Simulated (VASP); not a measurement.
Wanted: the native input for a VASP 6.6.1 run.

- Task: single point
- Functional: PBE
- Potentials or basis: VASP PAW PBE potentials, release 64 (Al, N)
- Cutoff: 520 eV
- k mesh: 8 × 5 × 10
- Occupations: gaussian, width 0.02 eV
- Spin: no spin polarisation
- Dipole correction: no
- Further INCAR settings: ALGO = Normal; EDIFF = 1e-07; NBANDS = 16; ISYM = 0

The structure of AlN lies in POSCAR:

```
AlN
1.0
    3.2184289258      0.0000000000      0.0000000000
    0.0000000000      5.2430304340      0.0000000000
   -1.6092144629      0.0000000000      2.5967868923
Al N
2 2
Direct
    0.6666666667      0.0017287175      0.3333333333
    0.3333333333      0.5017287175      0.6666666667
    0.6666666667      0.3832712825      0.3333333333
    0.3333333333      0.8832712825      0.6666666667
```

The input as run:

INCAR

```
PREC     = Accurate       # precision mode
ENCUT    = 520            # plane-wave cutoff, eV
EDIFF    = 1E-7           # SCF threshold, eV
ISMEAR   = 0              # smearing method
SIGMA    = 0.02           # smearing width, eV
LREAL    = F              # projectors in reciprocal space
LASPH    = T              # aspherical terms in the spheres
NELM     = 60             # most SCF steps
ALGO     = Normal         # electronic algorithm
ISIF     = 2              # what is computed and relaxed
LWAVE    = F              # write WAVECAR
LCHARG   = F              # write CHGCAR
GGA      = PE             # functional
NBANDS   = 16             # bands
ISYM     = 0
```

KPOINTS

```
regular mesh
0
Gamma
  8 5 10
```

Potentials or basis: VASP PAW PBE potentials, release 64 (Al, N).

Launch:

```console
$ cat potpaw_PBE.64/Al/POTCAR potpaw_PBE.64/N/POTCAR > POTCAR
$ mpirun -np 1 vasp_std > vasp.out
```

It gave:

The pressure is -3.9 GPa and the largest force is 0.887 eV/Å. The band gap on the k mesh is 3.62 eV, direct.

It took 48 s on 1 thread of Intel(R) Xeon(R) Platinum 8488C (Sapphire Rapids), on a shared host, peak memory 0.24 GiB.
